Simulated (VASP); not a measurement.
# C (P6_3/mmc) in VASP: elastic constants with PBE

Aim: the elastic constants of C with PBE.

Program: VASP 6.6.1. These are calculated values, not measurements. Logs are shortened: lines on timing, memory, paths and dates and some standing lists are left out, and cuts for length are marked.

### Step 1. The cell of the first run

It takes space group P6_3/mmc (No. 194, hexagonal). Conventional cell: a = 2.467 Å, b = 2.467 Å, c = 8.700 Å, α = 90.00°, β = 90.00°, γ = 120.00°. C (site symmetry -6m2) has 3 C at 1.42 Å within 1.9 Å. Within 1.9 Å of C (site symmetry -6m2) lie 3 C at 1.42 Å.

### Step 2. Elastic constants, PBE

File INCAR:

```
SYSTEM = C
ALGO = Normal ; EDIFF = 1E-8
ENCUT = 600 ; GGA = PE
IBRION = 6 ; ISIF = 3
ISMEAR = -1 ; KPAR = 4
LASPH = .True. ; LCHARG = .False.
LREAL = .False. ; LWAVE = .False.
NELM = 100 ; NFREE = 2
NSW = 1 ; POTIM = 0.015
PREC = Accurate ; SIGMA = 0.15
```

File KPOINTS:

```
k-points
0
Gamma
  18 18 6
  0 0 0
```

File POSCAR:

```
C
1.0
    2.4665307307      0.0000000000      0.0000000000
   -1.2332653654      2.1360782720      0.0000000000
    0.0000000000      0.0000000000      8.7004927013
C
4
Direct
    0.0000000000      0.0000000000      0.0025000000
    0.0000000000      0.0000000000      0.5025000000
    0.3333333333      0.6666666667      0.0025000000
    0.6666666667      0.3333333333      0.5025000000
```

Potentials or basis: VASP PAW PBE potentials, release 64 (C).

Launch:

```
$ cat potpaw_PBE.64/C/POTCAR > POTCAR
$ mpirun -np 4 vasp_std > vasp.out
```

OUTCAR:

```text
SYSTEM = C
   EDIFF = 1E-8
   ENCUT = 600
   GGA = PE
   IBRION = 6
   ISIF = 3
   ISMEAR = -1
   LASPH = .True.
   LREAL = .False.
   NELM = 100
   NFREE = 2
   NSW = 1
   POTIM = 0.015
   PREC = Accurate

 ion  position               nearest neighbor table
   1  0.000  0.000  0.002-   3 1.42   3 1.42   3 1.42
   2  0.000  0.000  0.502-   4 1.42   4 1.42   4 1.42
   3  0.333  0.667  0.002-   1 1.42   1 1.42   1 1.42
   4  0.667  0.333  0.502-   2 1.42   2 1.42   2 1.42

  LATTYP: Found a hexagonal cell.
 ALAT       =     2.4665307307
 C/A-ratio  =     3.5274211641

  Lattice vectors:

 A1 = (   2.4665307307,   0.0000000000,   0.0000000000)
 A2 = (  -1.2332653654,   2.1360782720,   0.0000000000)
 A3 = (   0.0000000000,   0.0000000000,   8.7004927013)

Analysis of symmetry for initial positions (statically):
=====================================================================
 Subroutine PRICEL returns:
 Original cell was already a primitive cell.

 Routine SETGRP: Setting up the symmetry group for a
 hexagonal supercell.

 Subroutine GETGRP returns: Found 24 space group operations
 (whereof  6 operations were pure point group operations)
 out of a pool of 24 trial point group operations.

The static configuration has the point symmetry C_3v.
 The point group associated with its full space group is D_6h.

Analysis of symmetry for dynamics (positions and initial velocities):
=====================================================================
 Subroutine PRICEL returns:
 Original cell was already a primitive cell.

 Routine SETGRP: Setting up the symmetry group for a
 hexagonal supercell.

 Subroutine GETGRP returns: Found 24 space group operations
 (whereof  6 operations were pure point group operations)
 out of a pool of 24 trial point group operations.

The dynamic configuration has the point symmetry C_3v.
 The point group associated with its full space group is D_6h.

 Subroutine INISYM returns: Found 24 space group operations
 (whereof  6 operations are pure point group operations),
 and found     1 'primitive' translations

----------------------------------------------------------------------------------------

                                     Primitive cell

  volume of cell :      45.8403

  direct lattice vectors                    reciprocal lattice vectors
     2.466530731  0.000000000  0.000000000     0.405427748  0.234073820  0.000000000
    -1.233265365  2.136078272  0.000000000     0.000000000  0.468147639  0.000000000
     0.000000000  0.000000000  8.700492701     0.000000000  0.000000000  0.114936020

  length of vectors
     2.466530731  2.466530731  8.700492701     0.468147639  0.468147639  0.114936020

  position of ions in fractional coordinates (direct lattice)
     0.000000000  0.000000000  0.002500000
     0.000000000  0.000000000  0.502500000
     0.333333333  0.666666667  0.002500000
     0.666666667  0.333333333  0.502500000

  ion indices of the primitive-cell ions
   primitive index   ion index
                 1           1
                 2           2
                 3           3
                 4           4

----------------------------------------------------------------------------------------

 KPOINTS: k-points

[... 119 lines left out ...]

  FORCE on cell =-STRESS in cart. coord.  units (eV):
  Direction    XX          YY          ZZ          XY          YZ          ZX
  --------------------------------------------------------------------------------------
  -------------------------------------------------------------------------------------
  Total        0.0398517      0.0398517     -0.0696120     -0.0000000     -0.0000000     -0.0000000
  in kB        1.3928666      1.3928666     -2.4330292     -0.0000000     -0.0000000     -0.0000000
  external PRESSURE =       0.1175680 kB  Pullay stress =       0.0000000 kB
[... 95 lines left out ...]
  FREE ENERGIE OF THE ION-ELECTRON SYSTEM (eV)
  ---------------------------------------------------
  free  energy   TOTEN  =       -36.8899435591 eV

  energy  without entropy=      -36.8843974063  energy(sigma->0) =      -36.88717048

[... ionic steps 4 to 18 ...]

--------------------------------------- Ionic step       19  -------------------------------------------

 number of electron      16.0000000 magnetization

------------------------ aborting loop because EDIFF is reached ----------------------------------------
[... 71 lines left out ...]
--------------------------------------- Ionic step       21  -------------------------------------------

 number of electron      16.0000000 magnetization

 Free energy of the ion-electron system (eV)
  ---------------------------------------------------
  ext. energy  EPLUGINS =         0.00000000
  ---------------------------------------------------
  free energy    TOTEN  =       -36.91592536 eV

  energy without entropy =      -36.90998140  energy(sigma->0) =      -36.91295338

 E-fermi :   2.6505     XC(G=0):  -8.5961

 val. band max:        2.6505019197   @ k =   0.3333   0.3333   0.0000
 cond. band min:       2.6507609828   @ k =   0.3333   0.3333   0.1667
 fundamental gap:      0.0002590631
 Fermi energy:         2.6505426425

 k-point     1 :       0.0000    0.0000    0.0000
  band No.  band energies     occupation
      1     -16.8779      2.00000
      2     -16.8487      2.00000
      3      -5.1656      2.00000
      4      -4.7448      2.00000
      5      -0.3933      2.00000
      6      -0.3933      2.00000
      7      -0.3910      2.00000
      8      -0.3910      2.00000
      9       5.6844      0.00000
     10       8.8147      0.00000
     11      10.9530      0.00000
     12      10.9557      0.00000
[... 331 lines left out ...]
 k-point    24 :       0.3889    0.1111    0.0000
  band No.  band energies     occupation
      1     -12.1918      2.00000
      2     -12.1737      2.00000
      3      -9.5607      2.00000
      4      -9.5475      2.00000
      5      -4.5913      2.00000
      6      -4.5860      2.00000
      7       0.0116      2.00000
      8       0.2338      2.00000
      9       4.7029      0.00000
     10       4.8751      0.00000
     11      11.2528      0.00000
     12      11.3077      0.00000

 [... further k-points ...]
[... 5 lines left out ...]
  --------------------------------------------------------------------------------------
  -------------------------------------------------------------------------------------
  Total        0.0396163      0.0396163     -0.0733536     -0.0000000      0.0000000     -0.0000000
  in kB        1.3846415      1.3846415     -2.5638033     -0.0000000      0.0000000     -0.0000000
  external PRESSURE =       0.0684933 kB  Pullay stress =       0.0000000 kB
[... 19 lines left out ...]
  FREE ENERGIE OF THE ION-ELECTRON SYSTEM (eV)
  ---------------------------------------------------
  free  energy   TOTEN  =       -36.9159253642 eV

  energy  without entropy=      -36.9099813998  energy(sigma->0) =      -36.91295338

 INTERNAL STRAIN TENSORS FROM STRAINED CELLS
 ============================================

 INTERNAL STRAIN TENSOR FOR ION    1 for displacements in x,y,z  (eV/Angst):
          X           Y           Z          XY          YZ          ZX
  --------------------------------------------------------------------------------
  x     0.00000    -0.00000     0.00000   -10.90563     0.00000    -0.00000
  y   -10.94474    10.99330    -0.00000    -0.00019    -0.00001     0.00027
  z     0.00000     0.00000     0.00000     0.00000     0.00119     0.00000

 INTERNAL STRAIN TENSORS FROM DISPLACED ATOMS
 ============================================

 INTERNAL STRAIN TENSOR FOR ION    1 for displacements in x,y,z  (eV/Angst):
          X           Y           Z          XY          YZ          ZX
  --------------------------------------------------------------------------------
  x     0.00000    -0.00000    -0.00000   -10.91998     0.00000     0.00000
  y   -10.91998    10.91998     0.00000    -0.00000     0.00000     0.00000
  z    -0.00000     0.00000     0.00000     0.00000    -0.00000     0.00000

 INTERNAL STRAIN TENSOR FOR ION    4 for displacements in x,y,z  (eV/Angst):
          X           Y           Z          XY          YZ          ZX
  --------------------------------------------------------------------------------
  x     0.00000    -0.00000    -0.00000   -10.92684     0.00000     0.00000
  y   -10.92684    10.92684    -0.00000    -0.00000     0.00000     0.00000
  z    -0.00000    -0.00000     0.00000    -0.00000     0.00000     0.00000

 Eigenvectors and eigenvalues of the dynamical matrix
 ----------------------------------------------------

   1 f  =   46.499960 THz   292.167862 2PiTHz 1551.071693 cm-1   192.308294 meV
             X         Y         Z           dx          dy          dz
      0.000000  0.000000  0.021751     0.357746   -0.349311   -0.000000
      0.000000  0.000000  4.371998     0.357746   -0.349311   -0.000000
     -0.000000  1.424052  0.021751    -0.357745    0.349311   -0.000000
      1.233265  0.712026  4.371998    -0.357745    0.349311    0.000000
[... 71 lines left out ...]
  12 f/i=    0.000288 THz     0.001810 2PiTHz    0.009611 cm-1     0.001192 meV
             X         Y         Z           dx          dy          dz
      0.000000  0.000000  0.021751     0.000000   -0.000000    0.500006
      0.000000  0.000000  4.371998     0.000000   -0.000000    0.500006
     -0.000000  1.424052  0.021751     0.000000   -0.000000    0.499994
      1.233265  0.712026  4.371998     0.000000   -0.000000    0.499994

--------------------------------------------------------------------------------------------------------

 ELASTIC MODULI CONTR FROM IONIC RELAXATION (kBar)
 Direction    XX          YY          ZZ          XY          YZ          ZX
 --------------------------------------------------------------------------------
 XX        -158.3335    158.3335     -0.0000      0.0000     -0.0000     -0.0000
 YY         158.3335   -158.3335      0.0000      0.0000      0.0000      0.0000
 ZZ          -0.0000      0.0000     -0.0000     -0.0000      0.0000      0.0000
 XY           0.0000      0.0000     -0.0000   -158.3335      0.0000      0.0000
 YZ          -0.0000      0.0000      0.0000      0.0000     -0.0000     -0.0000
 ZX          -0.0000      0.0000      0.0000      0.0000     -0.0000     -0.0000
 --------------------------------------------------------------------------------

 TOTAL ELASTIC MODULI (kBar)
 Direction    XX          YY          ZZ          XY          YZ          ZX
 --------------------------------------------------------------------------------
 XX        8058.8815   1457.2783    -12.4487     -0.0000     -0.0000      0.0000
 YY        1457.2783   8058.8815    -12.4487     -0.0000      0.0000     -0.0000
 ZZ         -12.4487    -12.4487      5.9008      0.0000     -0.0000      0.0000
 XY          -0.0000     -0.0000      0.0000   3300.8016     -0.0000     -0.0000
 YZ          -0.0000      0.0000     -0.0000      0.0000     -2.8777      0.0000
 ZX           0.0000     -0.0000      0.0000     -0.0000      0.0000     -2.8775
 --------------------------------------------------------------------------------
```

Run time: 24 min. Hardware: 4 MPI ranks of Oxide Virtual Turin-like, shared host; peak memory 0.69 GiB.

What came out:

```yaml
Voigt_bulk_modulus: 211 GPa
Highest_phonon_frequency_at_Γ: 1551 cm⁻¹
```

Phonon frequencies in cm⁻¹ (negative: imaginary):
```csv
q point,frequencies
"(0.000, 0.000, 0.000)",0 0 0 6 6 25 871 871 1551 1551 1551 1551
```

Elastic tensor in Voigt notation (GPa, in the Cartesian axes of the cell as first typed):
```
806 146  -1   0   0   0
146 806  -1   0   0   0
 -1  -1   1   0   0   0
  0   0   0   0   0   0
  0   0   0   0   0   0
  0   0   0   0   0 330
```

Clamped-ion elastic tensor (GPa):
```
822 130  -1   0   0   0
130 822  -1   0   0   0
 -1  -1   1   0   0   0
  0   0   0   0   0   0
  0   0   0   0   0   0
  0   0   0   0   0 346
```

Caveat: the elastic tensor has a negative eigenvalue, so either the cell is unstable as it stands or the mesh is too thin; this functional lacks dispersion, which binds layers or chains, so the pressure and a relaxed spacing across them are unreliable.
